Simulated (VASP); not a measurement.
# Mg2O3 (R-3c) in VASP: relaxation of cell and atoms with PBE

Aim: the relaxation of cell and atoms of Mg2O3 with PBE.

Everything below comes from runs of VASP 6.6.1. Logs are shortened: lines on timing, memory, paths and dates and some standing lists are left out, and cuts for length are marked.

### Step 1. The cell of the first run

Symmetry: R-3c, No. 167, trigonal system. The conventional cell has a = 5.370 Å, b = 5.370 Å, c = 14.662 Å, α = 90.00°, β = 90.00°, γ = 120.00°. Within 2.8 Å of Mg (site symmetry 3) lie 6 O at 2.09 to 2.22 Å. Within 3.1 Å of O (site symmetry 2) lie 4 Mg at 2.09 to 2.22 Å and 8 O at 2.85 to 3.08 Å.

### Step 2. Relaxation of cell and atoms, PBE, collinear spin, ferromagnetic start

Input file INCAR:

```
PREC = Accurate
ENCUT = 600
EDIFF = 1E-6
ISMEAR = 0
SIGMA = 0.1
LREAL = F
LASPH = T
NELM = 150
ALGO = Fast
ISIF = 3
LWAVE = F
LCHARG = F
ISPIN = 2
MAGMOM = 0 0 0 0 0.67 0.67 0.67 0.67 0.67 0.67
LORBIT = 11
GGA = PE
IBRION = 2
NSW = 90
EDIFFG = -0.04
KPAR = 4
```

Input file KPOINTS:

```
regular mesh
0
Gamma
  6 6 6
```

Input file POSCAR:

```
Mg2O3
1.0
    2.6850685501      1.5502250502      4.8872279795
   -2.6850685501      1.5502250502      4.8872279795
    0.0000000000     -3.1004501004      4.8872279795
Mg O
4 6
Direct
    0.8521800000      0.8521800000      0.8521800000
    0.6478200000      0.6478200000      0.6478200000
    0.1478200000      0.1478200000      0.1478200000
    0.3521800000      0.3521800000      0.3521800000
    0.0562500000      0.4437500000      0.7500000000
    0.7500000000      0.0562500000      0.4437500000
    0.4437500000      0.7500000000      0.0562500000
    0.9437500000      0.5562500000      0.2500000000
    0.2500000000      0.9437500000      0.5562500000
    0.5562500000      0.2500000000      0.9437500000
```

Potentials or basis: VASP PAW PBE potentials, release 64 (Mg, O).

Command:

```sh
$ cat potpaw_PBE.64/Mg/POTCAR potpaw_PBE.64/O/POTCAR > POTCAR
$ mpirun -np 4 vasp_std > vasp.out
```

OUTCAR:

```text
PREC = Accurate
   ENCUT = 600
   EDIFF = 1E-6
   ISMEAR = 0
   LREAL = F
   LASPH = T
   NELM = 150
   ISIF = 3
   ISPIN = 2
   LORBIT = 11
   GGA = PE
   IBRION = 2
   NSW = 90
   EDIFFG = -0.04

 ion  position               nearest neighbor table
   1  0.852  0.852  0.852-  10 2.09   8 2.09   9 2.09   5 2.22   7 2.22   6 2.22   2 3.00   3 3.15
                             3 3.15   3 3.15   2 3.63   2 3.63   2 3.63
   2  0.648  0.648  0.648-   9 2.09   8 2.09  10 2.09   5 2.22   7 2.22   6 2.22   1 3.00   4 3.15
                             4 3.15   4 3.15   1 3.63   1 3.63   1 3.63
   3  0.148  0.148  0.148-   7 2.09   5 2.09   6 2.09   8 2.22   9 2.22  10 2.22   4 3.00   1 3.15
                             1 3.15   1 3.15   4 3.63   4 3.63   4 3.63
   4  0.352  0.352  0.352-   6 2.09   5 2.09   7 2.09   8 2.22   9 2.22  10 2.22   3 3.00   2 3.15
                             2 3.15   2 3.15   3 3.63   3 3.63   3 3.63
   5  0.056  0.444  0.750-   3 2.09   4 2.09   1 2.22   2 2.22
   6  0.750  0.056  0.444-   4 2.09   3 2.09   1 2.22   2 2.22
   7  0.444  0.750  0.056-   3 2.09   4 2.09   1 2.22   2 2.22
   8  0.944  0.556  0.250-   1 2.09   2 2.09   3 2.22   4 2.22
   9  0.250  0.944  0.556-   2 2.09   1 2.09   3 2.22   4 2.22
  10  0.556  0.250  0.944-   1 2.09   2 2.09   3 2.22   4 2.22

  LATTYP: Found a trigonal (rhomboedric) cell.
 ALAT       =     5.7877273734
 COS(alpha) =     0.5695481095

  Lattice vectors:

 A1 = (   2.6850685501,   1.5502250502,   4.8872279795)
 A2 = (  -2.6850685501,   1.5502250502,   4.8872279795)
 A3 = (   0.0000000000,  -3.1004501004,   4.8872279795)

Analysis of symmetry for initial positions (statically):
=====================================================================
 Subroutine PRICEL returns:
 Original cell was already a primitive cell.

 Routine SETGRP: Setting up the symmetry group for a
 trigonal (rhombohedral) supercell.

 Subroutine GETGRP returns: Found 12 space group operations
 (whereof  6 operations were pure point group operations)
 out of a pool of 12 trial point group operations.

The static configuration has the point symmetry S_6 .
 The point group associated with its full space group is D_3d.

Analysis of symmetry for dynamics (positions and initial velocities):
=====================================================================
 Subroutine PRICEL returns:
 Original cell was already a primitive cell.

 Routine SETGRP: Setting up the symmetry group for a
 trigonal (rhombohedral) supercell.

 Subroutine GETGRP returns: Found 12 space group operations
 (whereof  6 operations were pure point group operations)
 out of a pool of 12 trial point group operations.

The dynamic configuration has the point symmetry S_6 .
 The point group associated with its full space group is D_3d.

Analysis of structural, dynamic, and magnetic symmetry:
=====================================================================
 Subroutine PRICEL returns:
 Original cell was already a primitive cell.

[... 146 lines left out ...]
  Fermi-wavevector in a.u.,A,eV,Ry     =   1.165121  2.201760 18.470006  1.357507
  Thomas-Fermi vector in A             =   2.301651
   LORBIT       =     11    0 simple, 1 ext, 2 COOP (PROOUT), +10 PAW based schemes
   GGA     = PE    functional components
   LHFCALC =     F    Hartree Fock is set to
   AEXX    =    0.0000 exact exchange contribution
   IVDW    =     0    specifies the selected vdW correction
   LEPSILON=     F    determine dielectric tensor
   LRPA    =     F    only Hartree local field effects (RPA)
 conjugate gradient relaxation of ions
 spin polarized calculation
 RMM-DIIS sequential band-by-band and
 Gauss-broadening in eV      SIGMA  =   0.10
  energy-cutoff  :      600.00
  volume of cell :      122.06
 maximum number of plane-waves:      4123
 NGX is ok and might be reduce to    48
   NGX = 23   NGY = 23   NGZ = 23

--------------------------------------- Ionic step        1  -------------------------------------------

 number of electron      44.0000007 magnetization       4.0000002

 Free energy of the ion-electron system (eV)
  ---------------------------------------------------
  ext. energy  EPLUGINS =         0.00000000
  ---------------------------------------------------
  free energy    TOTEN  =       -52.63775399 eV

  energy without entropy =      -52.61215560  energy(sigma->0) =      -52.62495479

 E-fermi :   0.4544     XC(G=0):  -9.6274

 val. band max:        0.4526000510   @ k =  -0.3333   0.1667   0.1667
 cond. band min:       0.4545151401   @ k =  -0.3333   0.3333   0.3333
 fundamental gap:      0.0019150891
 Fermi energy:         0.4544104125

 spin component 1

 k-point     1 :       0.0000    0.0000    0.0000
  band No.  band energies     occupation
      1     -16.7726      1.00000
      2     -15.8663      1.00000
      3     -15.7656      1.00000
      4     -15.7656      1.00000
      5     -15.6783      1.00000
      6     -15.6783      1.00000
[... 1798 lines left out ...]
--------------------------------------- Ionic step        6  -------------------------------------------

 number of electron      44.0000003 magnetization       4.0000000

 Free energy of the ion-electron system (eV)
  ---------------------------------------------------
  ext. energy  EPLUGINS =         0.00000000
  ---------------------------------------------------
  free energy    TOTEN  =       -52.97051583 eV

  energy without entropy =      -52.95062012  energy(sigma->0) =      -52.96056798

 E-fermi :   0.9392     XC(G=0): -10.0468

 val. band max:        0.9346727851   @ k =  -0.3333   0.1667   0.1667
 cond. band min:       0.9396502814   @ k =   0.3333   0.3333   0.1667
 fundamental gap:      0.0049774963
 Fermi energy:         0.9392085762

 spin component 1

 k-point     1 :       0.0000    0.0000    0.0000
  band No.  band energies     occupation
      1     -16.5714      1.00000
      2     -15.4031      1.00000
      3     -15.3685      1.00000
      4     -15.3685      1.00000
      5     -15.2861      1.00000
      6     -15.2861      1.00000
[... 1616 lines left out ...]
  FREE ENERGIE OF THE ION-ELECTRON SYSTEM (eV)
  ---------------------------------------------------
  free  energy   TOTEN  =       -52.9705158318 eV

  energy  without entropy=      -52.9506201203  energy(sigma->0) =      -52.96056798

 reached required accuracy - stopping structural energy minimisation

 total charge

# of ion       s       p       d       tot
------------------------------------------
    1        0.145   0.169   0.072   0.386
    2        0.145   0.169   0.072   0.386
    3        0.145   0.169   0.072   0.386
    4        0.145   0.169   0.072   0.386
    5        1.569   3.368   0.000   4.937
    6        1.569   3.368   0.000   4.937
    7        1.569   3.368   0.000   4.937
    8        1.569   3.368   0.000   4.937
    9        1.569   3.368   0.000   4.937
   10        1.569   3.368   0.000   4.937
--------------------------------------------------
tot          9.995  20.885   0.289  31.169

 magnetization (x)

# of ion       s       p       d       tot
------------------------------------------
    1       -0.005  -0.002   0.003  -0.004
    2       -0.005  -0.002   0.003  -0.004
    3       -0.005  -0.002   0.003  -0.004
    4       -0.005  -0.002   0.003  -0.004
    5        0.007   0.545   0.000   0.552
    6        0.007   0.545   0.000   0.552
    7        0.007   0.545   0.000   0.552
    8        0.007   0.545   0.000   0.552
    9        0.007   0.545   0.000   0.552
   10        0.007   0.545   0.000   0.552
--------------------------------------------------
tot          0.022   3.259   0.011   3.293
```

OSZICAR:

```text
N       E                     dE             d eps       ncg     rms          rms(c)
DAV:   1     0.262002592370E+03    0.26200E+03   -0.23203E+04  3840   0.146E+03
DAV:   2    -0.376816790155E+02   -0.29968E+03   -0.29494E+03  5150   0.292E+02
DAV:   3    -0.563497239924E+02   -0.18668E+02   -0.18149E+02  4578   0.766E+01
[... 57 lines left out ...]
RMM:   3    -0.529705680534E+02   -0.78761E-04   -0.12539E-03  3840   0.257E-01    0.520E-02
RMM:   4    -0.529705176851E+02    0.50368E-04   -0.19913E-04  3841   0.924E-02    0.279E-02
RMM:   5    -0.529705139029E+02    0.37823E-05   -0.59626E-05  3840   0.494E-02    0.824E-03
RMM:   6    -0.529705155683E+02   -0.16655E-05   -0.64717E-06  3418   0.170E-02    0.446E-03
RMM:   7    -0.529705158318E+02   -0.26347E-06   -0.16710E-06  2487   0.692E-03
   6 F= -.52970516E+02 E0= -.52960568E+02  d E =-.205701E-02  mag=     4.0000
```

Wall time 9.1 min (4 MPI ranks of Oxide Virtual Turin-like, shared host); peak memory 0.54 GiB.

Results:

- Free energy: -52.9705 eV
- Relaxed volume: 11.13 Å³/atom
- Relaxed cell: a = 5.563 Å, b = 5.563 Å, c = 5.563 Å, α = 56.30°, β = 56.30°, γ = 56.30°
- Space group after relaxing (to 0.1 Å): R-3c (No. 167)
- Energy gained by relaxing: 33.3 meV/atom
- Ionic steps: 6
- Pressure after relaxing: 0.0 GPa
- Largest force after relaxing: 0.031 eV/Å
- Band gap on the k mesh: zero (filled and empty bands overlap)
- Net moment: 4.00 μB per cell
- Site moments: Mg -0.00; O +0.55 μB
- Valence electrons inside the program's atomic spheres: Mg 0.39; O 4.94

Forces on the atoms (eV/Å):
```
Mg   0.000  0.000  0.031
Mg   0.000  0.000 -0.031
Mg   0.000  0.000 -0.031
Mg   0.000  0.000  0.031
O    0.004  0.000  0.000
O   -0.002  0.004  0.000
O   -0.002 -0.004  0.000
O   -0.004  0.000  0.000
O    0.002 -0.004  0.000
O    0.002  0.004  0.000
```

Step by step:
```
step  energy change (eV)  largest force (eV/Å)  pressure (GPa)  volume (Å³)
   1              0.0000                0.1979           -8.10       122.06
   2             -0.3061                0.1524            0.14       111.48
   3             -0.3062                0.1518            0.20       111.34
   4             -0.3204                0.1223            0.13       111.36
   5             -0.3307                0.0851           -0.03       111.38
   6             -0.3328                0.0306            0.02       111.34
```

Final structure:
```
Mg O
1.0
     2.62477    1.51541    4.66544
    -2.62477    1.51541    4.66544
     0.00000   -3.03082    4.66544
Mg O
4 6
Direct
  0.85044 0.85044 0.85044
  0.64956 0.64956 0.64956
  0.14956 0.14956 0.14956
  0.35044 0.35044 0.35044
  0.06312 0.43688 0.75000
  0.75000 0.06312 0.43688
  0.43688 0.75000 0.06312
  0.93688 0.56312 0.25000
  0.25000 0.93688 0.56312
  0.56312 0.25000 0.93688
```

Levels at points of the mesh, in eV from the Fermi level:
Spin up:
```
           k point  band 20  band 21  band 22  band 23  band 24  band 25  band 26  band 27  band 28  band 29
(0.00, 0.00, 0.00)    -0.99    -0.99    -0.48    -0.48    -0.47     5.83     9.73    11.27    12.11    12.11
(0.50, 0.00, 0.00)    -1.26    -0.91    -0.91    -0.78    -0.78     8.65     8.65    10.50    10.50    11.60
(0.50, 0.50, 0.00)    -1.19    -0.93    -0.87    -0.85    -0.79     9.01     9.32    10.20    10.34    11.13
(0.50, 0.50, 0.50)    -1.62    -0.74    -0.74    -0.74    -0.74     8.07     8.07    11.79    11.79    12.10
```
Spin down:
| k point | band 18 | band 19 | band 20 | band 21 | band 22 | band 23 |
| --- | --- | --- | --- | --- | --- | --- |
| (0.00, 0.00, 0.00) | -0.28 | -0.28 | 0.50 | 0.50 | 0.55 | 0.55 |
| (0.50, 0.00, 0.00) | -0.38 | -0.24 | -0.24 | 0.21 | 0.21 | 0.65 |
| (0.50, 0.50, 0.00) | -0.34 | -0.25 | -0.02 | 0.03 | 0.06 | 0.33 |
| (0.50, 0.50, 0.50) | -0.58 | -0.58 | -0.58 | 0.37 | 0.37 | 0.37 |

Caveat: semilocal functionals underestimate gaps, so a narrow gap can read as zero.
